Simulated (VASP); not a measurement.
Input of a VASP 6.6.1 run:

Contents of INCAR:

```
PREC = Accurate
ENCUT = 520
EDIFF = 1E-7
ISMEAR = 0
SIGMA = 0.05
LREAL = False
LASPH = True
NELM = 100
ALGO = Normal
ISIF = 2
LWAVE = False
LCHARG = False
GGA = PE
NBANDS = 26
```

KPOINTS

```
Automatic mesh
0
Gamma
  6 6 10
```

The input POSCAR:

```
BN
1.0
    4.5554000000      0.0000000000      0.0000000000
    0.0000000000      4.5554000000      0.0000000000
    0.0000000000      0.0000000000      2.4727000000
B N
4 4
Direct
    0.1742811368      0.8257188632      0.5000000000
    0.3257188632      0.3257188632      0.0000000000
    0.6742811368      0.6742811368      0.0000000000
    0.8257188632      0.1742811368      0.5000000000
    0.8126115048      0.8126115048      0.5000000000
    0.3126115048      0.6873884952      0.0000000000
    0.6873884952      0.3126115048      0.0000000000
    0.1873884952      0.1873884952      0.5000000000
```

Potentials or basis: VASP PAW PBE potentials, release 64 (B, N).

Launch:

```sh
$ cat potpaw_PBE.64/B/POTCAR potpaw_PBE.64/N/POTCAR > POTCAR
$ mpirun -np 1 vasp_std > vasp.out
```

Q: Estimate the largest force.

A: 0.452 eV/Å.

Q: Predict the pressure.

A: -6.4 GPa.

Stress tensor (GPa, compression positive):
```
-22.49   0.00   0.00
  0.00 -22.49   0.00
  0.00   0.00  25.74
```
